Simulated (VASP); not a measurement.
A run of VASP 6.6.1:

The input INCAR:

```
SYSTEM = Sb
ALGO = Normal
EDIFF = 1E-6
ENCUT = 500
GGA = PS
GGA_COMPAT = .FALSE.
ISIF = 2
ISMEAR = 0
LASPH = .TRUE.
LCHARG = .TRUE.
LELF = .TRUE.
LREAL = .FALSE.
LVHAR = .TRUE.
LWAVE = .FALSE.
NBANDS = 8
NELM = 120
PREC = Accurate
SIGMA = 0.1
```

KPOINTS

```
k-points
0
G
  8 8 8
  0 0 0
```

File POSCAR:

```
Sb
1.0
    0.0000000000      1.7890535127      1.7890535127
    1.7890535127      0.0000000000      1.7890535127
    1.7890535127      1.7890535127      0.0000000000
Sb
1
Direct
    0.0000000000      0.0000000000      0.0000000000
```

Potentials or basis: VASP PAW PBE potentials, release 64 (Sb).

Command:

```bash
$ cat potpaw_PBE.64/Sb/POTCAR > POTCAR
$ mpirun -np 1 vasp_std > vasp.out
```

Hardware: 1 thread of AMD EPYC 7R13, with other jobs on the host.

**Question.** Estimate the wall time of this run.

**Answer.** It took 4.6 s on 1 thread of AMD EPYC 7R13, on a shared host, peak memory 0.09 GiB. Counts: scf iterations 11, k points 29.
